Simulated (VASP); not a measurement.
Input of a VASP 6.6.1 run:

File INCAR:

```
  PREC = Accurate
  ENCUT = 520
  EDIFF = 1E-6
  ISMEAR = 0
  SIGMA = 0.02
  LREAL = Auto
  LASPH = True
  NELM = 150
  ALGO = Normal
  ISIF = 2
  LWAVE = False
  LCHARG = False
  ISPIN = 2
  MAGMOM = 0 0 0 0 0 0 0 0 0 0 0 0 0 0 0 0 1
  LORBIT = 11
  GGA = PE
  NBANDS = 52
```

The input KPOINTS:

```
regular mesh
0
Gamma
  2 2 2
```

The input POSCAR:

```
Si16B
1.0
    0.0000000000      5.4300000000      5.4300000000
    5.4300000000      0.0000000000      5.4300000000
    5.4300000000      5.4300000000      0.0000000000
Si B
16 1
Direct
    0.0004912677      0.0068421819      0.0002697100
    0.1258822577      0.1273942093      0.1253041384
   -0.0019340727     -0.0003212695      0.4983260747
    0.1183670126      0.1246495959      0.6239988185
   -0.0009597408      0.4996848730     -0.0013631396
    0.1235845050      0.6240044672      0.1234648448
    0.0006427912      0.5010614550      0.5063239029
    0.1259200939      0.6266928461      0.6263184104
    0.4989090942     -0.0003539183     -0.0024195712
    0.6243314083      0.1246940794      0.1180852021
    0.5012561810      0.0016259404      0.5008943194
    0.6257867532      0.1264103625      0.6253108505
    0.5064841436      0.5009448958      0.0002706077
    0.6267329721      0.6266350989      0.1252834211
    0.4989072802      0.4987044659      0.4982942623
    0.6241530891      0.6187844520      0.6239009923
    0.8123209637      0.3131810646      0.8112529558
```

Potentials or basis: VASP PAW PBE potentials, release 64 (Si, B).

Command:

```console
$ cat potpaw_PBE.64/Si/POTCAR potpaw_PBE.64/B/POTCAR > POTCAR
$ mpirun -np 1 vasp_std > vasp.out
```

(1) Estimate the site moments.

(2) What does it give for the pressure?

(3) Predict the largest force.

Results:

(1) Si +0.02, +0.00, -0.00, +0.04 (each value once); B +0.09 μB.

(2) 2.6 GPa.

(3) 0.018 eV/Å.

Caveat: the k points lie up to 0.50 Å⁻¹ apart; a moment this small can come from the mesh or the smearing.
